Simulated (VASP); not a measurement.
Runs of VASP 6.6.1 on B. The structure is that of space group Fd-3m (No. 227), or close to it. The cells are those of the table. 

```csv
task,cell,k mesh,cutoff (eV),gap on the mesh (eV),pressure (GPa)
single point,"a = 2.883 Å, angles 60.0°, 2 atoms",13 × 13 × 13,520,none,-0.1
single point,"a = 2.883 Å, angles 60.0°, 2 atoms",15 × 15 × 15,520,none,-0.2
single point,"a = 2.883 Å, angles 60.0°, 2 atoms",22 × 22 × 22,520,none,-0.1
single point,"a = 2.844 Å, angles 60.0°, 2 atoms",15 × 15 × 15,520,none,(a)
relaxation of cell and atoms,"relaxed from a = 2.925 Å, angles 60.0°, 2 atoms",13 × 13 × 13,600,none,0.0
```

Alike in all rows: level RPBE; potentials or basis VASP PAW PBE potentials, release 64 (B); no spin polarisation; smearing fermi-dirac 0.1 eV.

Q: Estimate the missing entries.

A: (a) 7.3.

Caveats: the PAW data sets were made with another functional, which shifts forces and pressure a little.

A gap of «none» marks levels without a gap at the run's occupations.
